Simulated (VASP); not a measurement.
# Br (Cmce) in VASP: single point with r2SCAN

Aim: the single point of Br with r2SCAN.

Program: VASP 6.6.1. These are calculated values, not measurements. Logs are shortened: lines on timing, memory, paths and dates and some standing lists are left out, and cuts for length are marked.

**1. The cell of the first run**

The structure is orthorhombic, space group Cmce (No. 64). The conventional cell has a = 7.109 Å, b = 4.244 Å, c = 8.755 Å, α = 90.00°, β = 90.00°, γ = 90.00°. Within 3.2 Å of Br (site symmetry m) lie 3 Br at 2.35 to 3.16 Å.

**2. Single point, r2SCAN**

Input file POSCAR:

```
Br
1.0
    3.5547276174     -2.1219687308      0.0000000000
    3.5547276174      2.1219687308      0.0000000000
    0.0000000000      0.0000000000      8.7550468327
Br
4
Direct
    0.8597470533      0.1402529467      0.1159884674
    0.6402529467      0.3597470533      0.6159884674
    0.1402529467      0.8597470533      0.8840115326
    0.3597470533      0.6402529467      0.3840115326
```

Input file INCAR.step1:

```
SYSTEM = Br
  ALGO = Normal
  EDIFF = 1E-4
  ENCUT = 520
  GGA = PE
  ISMEAR = -1
  LASPH = .TRUE.
  LCHARG = .FALSE.
  LREAL = .FALSE.
  LWAVE = .TRUE.
  NBANDS = 22
  NELM = 100
  PREC = Accurate
  SIGMA = 0.02
```

Input file INCAR.step2:

```
SYSTEM = Br
  ALGO = Normal
  EDIFF = 1E-6
  ENCUT = 520
  ISIF = 2
  ISMEAR = -1
  ISTART = 1
  LASPH = .TRUE.
  LCHARG = .FALSE.
  LMIXTAU = .TRUE.
  LREAL = .FALSE.
  LWAVE = .FALSE.
  METAGGA = R2SCAN
  NBANDS = 22
  NELM = 100
  PREC = Accurate
  SIGMA = 0.02
```

Input file KPOINTS:

```
k-points
0
G
  7 7 3
  0 0 0
```

Potentials or basis: VASP PAW PBE potentials, release 64 (Br).

Started as:

```sh
> cat potpaw_PBE.64/Br/POTCAR > POTCAR
> cp INCAR.step1 INCAR
> mpirun -np 1 vasp_std > vasp.out
> cp INCAR.step2 INCAR
> mpirun -np 1 vasp_std > vasp.out
```

OUTCAR:

```text
SYSTEM = Br
   EDIFF = 1E-6
   ENCUT = 520
   ISIF = 2
   ISMEAR = -1
   ISTART = 1
   LASPH = .TRUE.
   LREAL = .FALSE.
   METAGGA = R2SCAN
   NELM = 100
   PREC = Accurate

 ion  position               nearest neighbor table
   1  0.860  0.140  0.116-   3 2.35
   2  0.640  0.360  0.616-   4 2.35
   3  0.140  0.860  0.884-   1 2.35
   4  0.360  0.640  0.384-   2 2.35

  LATTYP: Found a base centered orthorhombic cell.
 ALAT       =     4.2439374616
 B/A-ratio  =     1.6752026389
 C/A-ratio  =     2.0629537810

  Lattice vectors:

 A1 = (  -3.5547276174,  -2.1219687308,   0.0000000000)
 A2 = (   3.5547276174,  -2.1219687308,   0.0000000000)
 A3 = (   0.0000000000,   0.0000000000,   8.7550468327)

Analysis of symmetry for initial positions (statically):
=====================================================================
 Subroutine PRICEL returns:
 Original cell was already a primitive cell.

 Routine SETGRP: Setting up the symmetry group for a
 base centered orthorhombic supercell.

 Subroutine GETGRP returns: Found  8 space group operations
 (whereof  4 operations were pure point group operations)
 out of a pool of  8 trial point group operations.

The static configuration has the point symmetry C_2h.
 The point group associated with its full space group is D_2h.

Analysis of symmetry for dynamics (positions and initial velocities):
=====================================================================
 Subroutine PRICEL returns:
 Original cell was already a primitive cell.

 Routine SETGRP: Setting up the symmetry group for a
 base centered orthorhombic supercell.

 Subroutine GETGRP returns: Found  8 space group operations
 (whereof  4 operations were pure point group operations)
 out of a pool of  8 trial point group operations.

The dynamic configuration has the point symmetry C_2h.
 The point group associated with its full space group is D_2h.

 Subroutine INISYM returns: Found  8 space group operations
 (whereof  4 operations are pure point group operations),
 and found     1 'primitive' translations

----------------------------------------------------------------------------------------

                                     Primitive cell

  volume of cell :     132.0790

  direct lattice vectors                    reciprocal lattice vectors
     3.554727617 -2.121968731  0.000000000     0.140657753 -0.235630239  0.000000000
     3.554727617  2.121968731  0.000000000     0.140657753  0.235630239  0.000000000
     0.000000000  0.000000000  8.755046833     0.000000000  0.000000000  0.114219834

  length of vectors
     4.139908179  4.139908179  8.755046833     0.274419776  0.274419776  0.114219834

  position of ions in fractional coordinates (direct lattice)
     0.859747053  0.140252947  0.115988467
     0.640252947  0.359747053  0.615988467
     0.140252947  0.859747053  0.884011533
     0.359747053  0.640252947  0.384011533

  ion indices of the primitive-cell ions
   primitive index   ion index
                 1           1
                 2           2
                 3           3
                 4           4

----------------------------------------------------------------------------------------

 KPOINTS: k-points

Automatic generation of k-mesh.
 Grid dimensions read from file:
 generate k-points for:    7    7    3

 Generating k-lattice:

  Cartesian coordinates                     Fractional coordinates (reciprocal lattice)
     0.020093965 -0.033661463  0.000000000     0.142857143  0.000000000  0.000000000
     0.020093965  0.033661463  0.000000000     0.000000000  0.142857143  0.000000000
     0.000000000  0.000000000  0.038073278     0.000000000  0.000000000  0.333333333

  Length of vectors
     0.039202825  0.039202825  0.038073278

  Shift w.r.t. Gamma in fractional coordinates (k-lattice)
     0.000000000  0.000000000  0.000000000

 Subroutine IBZKPT returns following result:
 ===========================================

 Found     32 irreducible k-points:

 Following reciprocal coordinates:
            Coordinates               Weight
  0.000000  0.000000  0.000000      1.000000
  0.142857  0.000000  0.000000      4.000000
  0.285714  0.000000  0.000000      4.000000
  0.428571  0.000000  0.000000      4.000000
  0.142857  0.142857  0.000000      2.000000
  0.285714  0.142857  0.000000      4.000000
[... 16 lines left out ...]
  0.428571  0.142857  0.333333      8.000000
 -0.428571  0.142857  0.333333      8.000000
 [... further k-points ...]
   k-points           NKPTS =     32   k-points in BZ     NKDIM =     32   number of bands    NBANDS=     22
   number of dos      NEDOS =    301   number of ions     NIONS =      4
   total plane-waves  NPLWV =  71680
   dimension x,y,z NGX =    32 NGY =   32 NGZ =   70
   dimension x,y,z NGXF=    64 NGYF=   64 NGZF=  140
   ions per type =               4
   NGX,Y,Z   is equivalent  to a cutoff of  12.85, 12.85, 13.29 a.u.
   NGXF,Y,Z  is equivalent  to a cutoff of  25.70, 25.70, 26.58 a.u.
 SYSTEM =  Br
   PREC   = accura    normal or accurate (medium, high low for compatibility)
   ISTART =      1    job   : 0-new  1-cont  2-samecut
   ICHARG =      0    charge: 1-file 2-atom 10-const
   ISPIN  =      1    spin polarized calculation?
   LNONCOLLINEAR =      F non collinear calculations
   LSORBIT =      F    spin-orbit coupling
   LASPH  =      T    aspherical Exc in radial PAW
   ENCUT  =  520.0 eV  38.22 Ry    6.18 a.u.   7.70  7.70 16.28*2*pi/ulx,y,z
   NELM   =    100;   NELMIN=  2; NELMDL=  0     # of ELM steps
   EDIFF  = 0.1E-05   stopping-criterion for ELM
   LREAL  =      F    real-space projection
   EDIFFG = 0.1E-04   stopping-criterion for IOM
   NSW    =      0    number of steps for IOM
   IBRION =     -1    ionic relax: 0-MD 1-quasi-New 2-CG
   NFREE  =      0    steps in history (QN), initial steepest desc. (CG)
   ISIF   =      2    stress and relaxation
   ISYM   =      2    0-nonsym 1-usesym 2-fastsym
   POTIM  = 0.5000    time-step for ionic-motion
   TEBEG  =    0.0;   TEEND  =   0.0 temperature during run
   PSTRESS=    0.0 pullay stress
   NELECT =      28.0000    total number of electrons
   NUPDOWN=      -1.0000    fix difference up-down
   EMIN   =  10.00;   EMAX   =-10.00  energy-range for DOS
   EFERMI =   0.00;   METHOD = LEGACY
   ISMEAR =    -1;   SIGMA  =   0.02  broadening in eV -4-tet -1-fermi 0-gaus
   EFERMI_NEDOS =   21; number of points for ismear=-14 and -15
   IALGO  =     38    algorithm
   IMIX   =      4    mixing-type and parameters
     AMIX     =   0.40;   BMIX     =  1.00
     AMIX_MAG =   1.60;   BMIX_MAG =  1.00
  volume/ion in A,a.u.               =      33.02       222.83
  Fermi-wavevector in a.u.,A,eV,Ry     =   0.976149  1.844655 12.964549  0.952867
  Thomas-Fermi vector in A             =   2.106745
   LORBIT       =      0    0 simple, 1 ext, 2 COOP (PROOUT), +10 PAW based schemes
   METAGGA = R2SCAN    functional components
   LHFCALC =     F    Hartree Fock is set to
   AEXX    =    0.0000 exact exchange contribution
   IVDW    =     0    specifies the selected vdW correction
   LEPSILON=     F    determine dielectric tensor
   LRPA    =     F    only Hartree local field effects (RPA)
 non-spin polarized calculation
  energy-cutoff  :      520.00
  volume of cell :      132.08
 maximum number of plane-waves:      3577
   NGX = 15   NGY = 15   NGZ = 33

 number of electron      28.0000001 magnetization

 Free energy of the ion-electron system (eV)
  ---------------------------------------------------
  ext. energy  EPLUGINS =         0.00000000
  ---------------------------------------------------
  free energy    TOTEN  =       -53.02961833 eV

  energy without entropy =      -53.02961833  energy(sigma->0) =      -53.02961833

 E-fermi :   0.0126     XC(G=0):  -8.4164

 val. band max:       -0.4496068783   @ k =   0.0000   0.0000   0.0000
 cond. band min:       1.2155213611   @ k =   0.0000   0.0000   0.0000
 fundamental gap:      1.6651282394
 Fermi energy:         0.0125761618

 k-point     1 :       0.0000    0.0000    0.0000
  band No.  band energies     occupation
      1     -16.9196      2.00000
      2     -16.3975      2.00000
      3     -14.4257      2.00000
      4     -13.3857      2.00000
      5      -5.6867      2.00000
      6      -4.2218      2.00000
[... 14 lines left out ...]
     21       9.7644      0.00000
     22      10.1591      0.00000

 k-point     2 :       0.1429    0.0000    0.0000
  band No.  band energies     occupation
      1     -16.8591      2.00000
      2     -16.3821      2.00000
      3     -14.3762      2.00000
      4     -13.4441      2.00000
      5      -5.6792      2.00000
      6      -4.4010      2.00000
[... 14 lines left out ...]
     21       9.3210      0.00000
     22       9.7925      0.00000

 k-point     3 :       0.2857    0.0000    0.0000
  band No.  band energies     occupation
      1     -16.7029      2.00000
      2     -16.3616      2.00000
      3     -14.2405      2.00000
      4     -13.6046      2.00000
      5      -5.6808      2.00000
      6      -4.8940      2.00000
[... 14 lines left out ...]
     21       9.4946      0.00000
     22       9.7852      0.00000
[... 476 lines left out ...]
 k-point    23 :       0.4286    0.1429    0.3333
  band No.  band energies     occupation
      1     -16.5750      2.00000
      2     -16.4210      2.00000
      3     -14.0326      2.00000
      4     -13.7477      2.00000
      5      -5.4437      2.00000
      6      -5.0612      2.00000
[... 14 lines left out ...]
     21       9.1838      0.00000
     22       9.6424      0.00000

 k-point    24 :      -0.4286    0.1429    0.3333
  band No.  band energies     occupation
      1     -16.4650      2.00000
      2     -16.4194      2.00000
      3     -13.9670      2.00000
      4     -13.8870      2.00000
      5      -5.4067      2.00000
      6      -5.2939      2.00000
[... 14 lines left out ...]
     21      10.3236      0.00000
     22      10.7376      0.00000

 [... further k-points ...]

------------------------ aborting loop because EDIFF is reached ----------------------------------------

  FORCE on cell =-STRESS in cart. coord.  units (eV):
  Direction    XX          YY          ZZ          XY          YZ          ZX
  --------------------------------------------------------------------------------------
  -------------------------------------------------------------------------------------
  Total       -0.0045644     -0.0295778     -0.0716397      0.0000000     -0.0000000      0.0000000
  in kB       -0.0553679     -0.3587918     -0.8690215      0.0000000     -0.0000000      0.0000000
  external PRESSURE =      -0.4277271 kB  Pullay stress =       0.0000000 kB

 VOLUME and BASIS-vectors are now :
 -----------------------------------------------------------------------------
  energy-cutoff  :      520.00
  volume of cell :      132.08
      direct lattice vectors                 reciprocal lattice vectors
     3.554727617 -2.121968731  0.000000000     0.140657753 -0.235630239  0.000000000
     3.554727617  2.121968731  0.000000000     0.140657753  0.235630239  0.000000000
     0.000000000  0.000000000  8.755046833     0.000000000  0.000000000  0.114219834

 POSITION                                       TOTAL-FORCE (eV/Angst)
 -----------------------------------------------------------------------------------
      3.55473     -1.52674      1.01548         0.000000     -0.010067     -0.016106
      3.55473     -0.59522      5.39301         0.000000      0.010067     -0.016106
      3.55473      1.52674      7.73956         0.000000      0.010067      0.016106
      3.55473      0.59522      3.36204         0.000000     -0.010067      0.016106
 -----------------------------------------------------------------------------------
    total drift:                                0.000000      0.000000      0.000000

  FREE ENERGIE OF THE ION-ELECTRON SYSTEM (eV)
  ---------------------------------------------------
  free  energy   TOTEN  =       -53.0296183294 eV

  energy  without entropy=      -53.0296183294  energy(sigma->0) =      -53.02961833
```

Run time: 2 min. Hardware: 1 thread of Intel Xeon 6975P-C (Granite Rapids), shared host; peak memory 0.3 GiB.

Results:

```
Free energy            : -53.0296 eV
Pressure               : 0.0 GPa
Largest force          : 0.019 eV/Å
Band gap on the k mesh : 1.67 eV
```

Forces in eV/Å, atoms in the order of the input:
```
Br   0.000 -0.010 -0.016
Br   0.000  0.010 -0.016
Br   0.000  0.010  0.016
Br   0.000 -0.010  0.016
```

Caveat: the PAW data sets were made with another functional, which shifts forces and pressure a little.
